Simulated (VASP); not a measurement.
Lu: single point with PBE

Crystal: Lu.

```
CELL_PARAMETERS angstrom
0.00000 2.22754 2.22754
2.22754 0.00000 2.22754
2.22754 2.22754 0.00000
ATOMIC_POSITIONS crystal
Lu 0.00000 0.00000 0.00000
```

This cell differs from its parent crystal: volume scaled by 0.76.

| Property | Result |
| --- | --- |
| Program | VASP 6.6.1 |
| Task | single point |
| Functional | PBE |
| Potentials or basis | VASP PAW PBE potentials, release 64 (Lu) |
| Cutoff | 520 eV |
| k mesh | 15 × 15 × 15 |
| Occupations | fermi-dirac, width 0.1 eV |
| Spin | no spin polarisation |

| Item | Value |
| --- | --- |
| Pressure | 18.9 GPa |

Levels at points of the mesh, in eV from the Fermi level:
| k point | band 10 | band 11 | band 12 | band 13 | band 14 | band 15 |
| --- | --- | --- | --- | --- | --- | --- |
| (0.00, 0.00, 0.00) | -4.48 | -4.48 | -4.48 | 2.50 | 2.50 | 2.50 |

It took 21 s on 1 thread of Intel(R) Xeon(R) 6975P-C (Granite Rapids), on a shared host, peak memory 0.18 GiB.

Caveat: spin-orbit coupling is left out, which moves the levels of the heavy elements.
